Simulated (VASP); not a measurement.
# P (Fd-3m) in VASP: further runs

Runs on P. Level: PBEsol. Tasks: single point.

Program: VASP 6.6.1. These are calculated values, not measurements. Logs are shortened: lines on timing, memory, paths and dates and some standing lists are left out, and cuts for length are marked.

### 1 The cell of the first run

Symmetry: Fd-3m, No. 227, cubic system. The conventional cell has a = 5.514 Å, b = 5.514 Å, c = 5.514 Å, α = 90.00°, β = 90.00°, γ = 90.00°. Within 3.2 Å of P (site symmetry -43m) lie 4 P at 2.39 Å.

### 2 Single point, PBEsol (volume scaled by 1.08)

INCAR reads:

```
ALGO = Normal ; EDIFF = 1E-6
ENCUT = 520 ; GGA = PS
ISIF = 2 ; ISMEAR = -1
LASPH = T ; LCHARG = F
LREAL = F ; LWAVE = F
NBANDS = 12 ; NELM = 60
PREC = Accurate ; SIGMA = 0.1
```

KPOINTS reads:

```
k-points
0
Gamma
  17 17 17
```

POSCAR reads:

```
P
1.0
    0.0000000000      2.7568168249      2.7568168249
    2.7568168249      0.0000000000      2.7568168249
    2.7568168249      2.7568168249      0.0000000000
P
2
Direct
    0.1250000000      0.1250000000      0.1250000000
    0.8750000000      0.8750000000      0.8750000000
```

Potentials or basis: VASP PAW PBE potentials, release 64 (P).

On the command line:

```sh
$ cat potpaw_PBE.64/P/POTCAR > POTCAR
$ mpirun -np 1 vasp_std > vasp.out
```

OUTCAR:

```text
EDIFF = 1E-6
   ENCUT = 520
   GGA = PS
   ISIF = 2
   ISMEAR = -1
   LASPH = T
   LREAL = F
   NELM = 60
   PREC = Accurate

 ion  position               nearest neighbor table
   1  0.125  0.125  0.125-   2 2.39   2 2.39   2 2.39   2 2.39
   2  0.875  0.875  0.875-   1 2.39   1 2.39   1 2.39   1 2.39

  LATTYP: Found a face centered cubic cell.
 ALAT       =     5.5136336498

  Lattice vectors:

 A1 = (   0.0000000000,   2.7568168249,   2.7568168249)
 A2 = (   2.7568168249,   0.0000000000,   2.7568168249)
 A3 = (   2.7568168249,   2.7568168249,   0.0000000000)

Analysis of symmetry for initial positions (statically):
=====================================================================
 Subroutine PRICEL returns:
 Original cell was already a primitive cell.

 Routine SETGRP: Setting up the symmetry group for a
 face centered cubic supercell.

 Subroutine GETGRP returns: Found 48 space group operations
 (whereof 12 operations were pure point group operations)
 out of a pool of 48 trial point group operations.

The static configuration has the point symmetry D_3d.
 The point group associated with its full space group is O_h .

Analysis of symmetry for dynamics (positions and initial velocities):
=====================================================================
 Subroutine PRICEL returns:
 Original cell was already a primitive cell.

 Routine SETGRP: Setting up the symmetry group for a
 face centered cubic supercell.

 Subroutine GETGRP returns: Found 48 space group operations
 (whereof 12 operations were pure point group operations)
 out of a pool of 48 trial point group operations.

The dynamic configuration has the point symmetry D_3d.
 The point group associated with its full space group is O_h .

 Subroutine INISYM returns: Found 48 space group operations
 (whereof 12 operations are pure point group operations),
 and found     1 'primitive' translations

----------------------------------------------------------------------------------------

                                     Primitive cell

  volume of cell :      41.9038

  direct lattice vectors                    reciprocal lattice vectors
     0.000000000  2.756816825  2.756816825    -0.181368597  0.181368597  0.181368597
     2.756816825  0.000000000  2.756816825     0.181368597 -0.181368597  0.181368597
     2.756816825  2.756816825  0.000000000     0.181368597  0.181368597 -0.181368597

  length of vectors
     3.898727743  3.898727743  3.898727743     0.314139625  0.314139625  0.314139625

  position of ions in fractional coordinates (direct lattice)
     0.125000000  0.125000000  0.125000000
     0.875000000  0.875000000  0.875000000

  ion indices of the primitive-cell ions
   primitive index   ion index
                 1           1
                 2           2

----------------------------------------------------------------------------------------

 KPOINTS: k-points

Automatic generation of k-mesh.
 Grid dimensions read from file:
 generate k-points for:   17   17   17

 Generating k-lattice:

  Cartesian coordinates                     Fractional coordinates (reciprocal lattice)
    -0.010668741  0.010668741  0.010668741     0.058823529  0.000000000  0.000000000
     0.010668741 -0.010668741  0.010668741     0.000000000  0.058823529  0.000000000
     0.010668741  0.010668741 -0.010668741     0.000000000  0.000000000  0.058823529

  Length of vectors
     0.018478801  0.018478801  0.018478801

  Shift w.r.t. Gamma in fractional coordinates (k-lattice)
     0.000000000  0.000000000  0.000000000

 Subroutine IBZKPT returns following result:
 ===========================================

 Found    165 irreducible k-points:

 Following reciprocal coordinates:
            Coordinates               Weight
  0.000000  0.000000  0.000000      1.000000
  0.058824  0.000000  0.000000      8.000000
  0.117647  0.000000  0.000000      8.000000
  0.176471  0.000000  0.000000      8.000000
  0.235294  0.000000  0.000000      8.000000
  0.294118  0.000000  0.000000      8.000000
[... 16 lines left out ...]
 -0.176471  0.058824  0.000000     24.000000
 -0.117647  0.058824  0.000000     24.000000
 [... further k-points ...]
   k-points           NKPTS =    165   k-points in BZ     NKDIM =    165   number of bands    NBANDS=     12
   number of dos      NEDOS =    301   number of ions     NIONS =      2
   total plane-waves  NPLWV =  27000
   dimension x,y,z NGX =    30 NGY =   30 NGZ =   30
   dimension x,y,z NGXF=    60 NGYF=   60 NGZF=   60
   ions per type =               2
   NGX,Y,Z   is equivalent  to a cutoff of  12.79, 12.79, 12.79 a.u.
   NGXF,Y,Z  is equivalent  to a cutoff of  25.58, 25.58, 25.58 a.u.
 SYSTEM =  unknown system
   PREC   = accura    normal or accurate (medium, high low for compatibility)
   ISTART =      0    job   : 0-new  1-cont  2-samecut
   ICHARG =      2    charge: 1-file 2-atom 10-const
   ISPIN  =      1    spin polarized calculation?
   LNONCOLLINEAR =      F non collinear calculations
   LSORBIT =      F    spin-orbit coupling
   LASPH  =      T    aspherical Exc in radial PAW
   ENCUT  =  520.0 eV  38.22 Ry    6.18 a.u.   7.25  7.25  7.25*2*pi/ulx,y,z
   NELM   =     60;   NELMIN=  2; NELMDL= -5     # of ELM steps
   EDIFF  = 0.1E-05   stopping-criterion for ELM
   LREAL  =      F    real-space projection
   EDIFFG = 0.1E-04   stopping-criterion for IOM
   NSW    =      0    number of steps for IOM
   IBRION =     -1    ionic relax: 0-MD 1-quasi-New 2-CG
   NFREE  =      0    steps in history (QN), initial steepest desc. (CG)
   ISIF   =      2    stress and relaxation
   ISYM   =      2    0-nonsym 1-usesym 2-fastsym
   POTIM  = 0.5000    time-step for ionic-motion
   TEBEG  =    0.0;   TEEND  =   0.0 temperature during run
   PSTRESS=    0.0 pullay stress
   NELECT =      10.0000    total number of electrons
   NUPDOWN=      -1.0000    fix difference up-down
   EMIN   =  10.00;   EMAX   =-10.00  energy-range for DOS
   EFERMI =   0.00;   METHOD = LEGACY
   ISMEAR =    -1;   SIGMA  =   0.10  broadening in eV -4-tet -1-fermi 0-gaus
   EFERMI_NEDOS =   21; number of points for ismear=-14 and -15
   IALGO  =     38    algorithm
   IMIX   =      4    mixing-type and parameters
     AMIX     =   0.40;   BMIX     =  1.00
     AMIX_MAG =   1.60;   BMIX_MAG =  1.00
  volume/ion in A,a.u.               =      20.95       141.39
  Fermi-wavevector in a.u.,A,eV,Ry     =   1.015446  1.918915 14.029389  1.031131
  Thomas-Fermi vector in A             =   2.148733
   LORBIT       =      0    0 simple, 1 ext, 2 COOP (PROOUT), +10 PAW based schemes
   GGA     = PS    functional components
   LHFCALC =     F    Hartree Fock is set to
   AEXX    =    0.0000 exact exchange contribution
   IVDW    =     0    specifies the selected vdW correction
   LEPSILON=     F    determine dielectric tensor
   LRPA    =     F    only Hartree local field effects (RPA)
 non-spin polarized calculation
  energy-cutoff  :      520.00
  volume of cell :       41.90
 maximum number of plane-waves:      1147
 NGX is ok and might be reduce to    30
   NGX = 15   NGY = 15   NGZ = 15

 number of electron      10.0000001 magnetization

 Free energy of the ion-electron system (eV)
  ---------------------------------------------------
  ext. energy  EPLUGINS =         0.00000000
  ---------------------------------------------------
  free energy    TOTEN  =       -10.43122372 eV

  energy without entropy =      -10.39128737  energy(sigma->0) =      -10.41125554

 E-fermi :   5.6417     XC(G=0):  -9.6048

 val. band max:        5.6352719851   @ k =   0.2353   0.2353   0.0000
 cond. band min:       5.6424643062   @ k =  -0.1765   0.2941   0.1176
 fundamental gap:      0.0071923211
 Fermi energy:         5.6416664337

 k-point     1 :       0.0000    0.0000    0.0000
  band No.  band energies     occupation
      1      -9.1756      2.00000
      2       2.1110      2.00000
      3       2.6889      2.00000
      4       2.6889      2.00000
      5       2.6889      2.00000
      6       5.7642      0.45401
      7       5.7642      0.45401
      8       5.7642      0.45401
      9      11.4250      0.00000
     10      12.4981      0.00000
     11      12.4981      0.00000
     12      15.7451      0.00000

 k-point     2 :       0.0588    0.0000    0.0000
  band No.  band energies     occupation
      1      -9.1367      2.00000
      2       1.4192      2.00000
      3       2.6343      2.00000
      4       2.6343      2.00000
      5       3.2245      2.00000
      6       5.8472      0.22702
      7       5.8472      0.22702
      8       5.8660      0.19186
      9      11.5894      0.00000
     10      12.3743      0.00000
     11      12.3743      0.00000
     12      15.5966      0.00000

 k-point     3 :       0.1176    0.0000    0.0000
  band No.  band energies     occupation
      1      -9.0207      2.00000
      2       0.4559      2.00000
      3       2.4922      2.00000
      4       2.4922      2.00000
      5       3.6642      2.00000
      6       6.0655      0.02844
      7       6.0655      0.02844
      8       6.2531      0.00441
      9      12.0293      0.00000
     10      12.1208      0.00000
     11      12.1208      0.00000
     12      15.2835      0.00000
[... 286 lines left out ...]
 k-point    23 :      -0.1765    0.0588    0.0000
  band No.  band energies     occupation
      1      -8.7182      2.00000
      2      -0.9132      2.00000
      3       1.8411      2.00000
      4       2.3529      2.00000
      5       4.0385      2.00000
      6       6.3189      0.00229
      7       6.4947      0.00039
      8       7.3990      0.00000
      9      11.5069      0.00000
     10      12.2102      0.00000
     11      12.8636      0.00000
     12      15.2860      0.00000

 k-point    24 :      -0.1176    0.0588    0.0000
  band No.  band energies     occupation
      1      -8.9312      2.00000
      2      -0.0041      2.00000
      3       2.0913      2.00000
      4       2.5230      2.00000
      5       3.9776      2.00000
      6       6.0548      0.03161
      7       6.1244      0.01588
      8       6.7370      0.00003
      9      11.7028      0.00000
     10      12.2647      0.00000
     11      12.3436      0.00000
     12      15.4125      0.00000

 [... further k-points ...]

------------------------ aborting loop because EDIFF is reached ----------------------------------------

  FORCE on cell =-STRESS in cart. coord.  units (eV):
  Direction    XX          YY          ZZ          XY          YZ          ZX
  --------------------------------------------------------------------------------------
  -------------------------------------------------------------------------------------
  Total       -0.8281985     -0.8281985     -0.8281985     -0.0000000      0.0000000     -0.0000000
  in kB      -31.6658593    -31.6658593    -31.6658593     -0.0000000      0.0000000     -0.0000000
  external PRESSURE =     -31.6658593 kB  Pullay stress =       0.0000000 kB

 VOLUME and BASIS-vectors are now :
 -----------------------------------------------------------------------------
  energy-cutoff  :      520.00
  volume of cell :       41.90
      direct lattice vectors                 reciprocal lattice vectors
     0.000000000  2.756816825  2.756816825    -0.181368597  0.181368597  0.181368597
     2.756816825  0.000000000  2.756816825     0.181368597 -0.181368597  0.181368597
     2.756816825  2.756816825  0.000000000     0.181368597  0.181368597 -0.181368597

 POSITION                                       TOTAL-FORCE (eV/Angst)
 -----------------------------------------------------------------------------------
      0.68920      0.68920      0.68920         0.000000      0.000000      0.000000
      4.82443      4.82443      4.82443         0.000000      0.000000      0.000000
 -----------------------------------------------------------------------------------
    total drift:                               -0.000000      0.000000      0.000000

  FREE ENERGIE OF THE ION-ELECTRON SYSTEM (eV)
  ---------------------------------------------------
  free  energy   TOTEN  =       -10.4312237153 eV

  energy  without entropy=      -10.3912873736  energy(sigma->0) =      -10.41125554
```

Wall time 1.8 min (1 thread of Intel Xeon 8259CL, shared host); peak memory 0.2 GiB.

Results:

| Quantity | Value |
| --- | --- |
| Free energy | -10.4312 eV |
| Pressure | -3.2 GPa |
| Band gap on the k mesh | zero (band 5 reaches 6.93 eV, above the bottom of band 6 at 4.62 eV) |

Caveat: the PAW data sets were made with another functional, which shifts forces and pressure a little.

### 3 Single point, PBEsol (volume scaled by 1.12)

INCAR reads:

```
SYSTEM = P
PREC = Accurate
ENCUT = 520
EDIFF = 1E-7
ISMEAR = -1
SIGMA = 0.1
LREAL = .FALSE.
LASPH = .TRUE.
NELM = 80
ALGO = Normal
ISIF = 2
LWAVE = .FALSE.
LCHARG = .FALSE.
GGA = PS
NBANDS = 12
```

KPOINTS reads:

```
Automatic mesh
0
G
  17 17 17
  0 0 0
```

POSCAR reads:

```
P
1.0
    0.0000000000      2.7904398560      2.7904398560
    2.7904398560      0.0000000000      2.7904398560
    2.7904398560      2.7904398560      0.0000000000
P
2
Direct
    0.1250000000      0.1250000000      0.1250000000
    0.8750000000      0.8750000000      0.8750000000
```

Potentials or basis: VASP PAW PBE potentials, release 64 (P).

On the command line:

```sh
$ cat potpaw_PBE.64/P/POTCAR > POTCAR
$ mpirun -np 1 vasp_std > vasp.out
```

Wall time 1.9 min (1 thread of Intel Xeon 8259CL, shared host); peak memory 0.2 GiB.

It converged, with:

| Item | Value |
| --- | --- |
| Free energy | -10.3941 eV |
| Pressure | -4.5 GPa |
| Band gap on the k mesh | zero (band 5 reaches 6.44 eV, above the bottom of band 6 at 4.31 eV) |

Levels at points of the mesh, in eV from the Fermi level:
| k point | band 2 | band 3 | band 4 | band 5 | band 6 | band 7 | band 8 | band 9 |
| --- | --- | --- | --- | --- | --- | --- | --- | --- |
| (0.00, 0.00, 0.00) | -3.79 | -2.84 | -2.84 | -2.84 | 0.18 | 0.18 | 0.18 | 5.73 |

Caveat: the PAW data sets were made with another functional, which shifts forces and pressure a little.
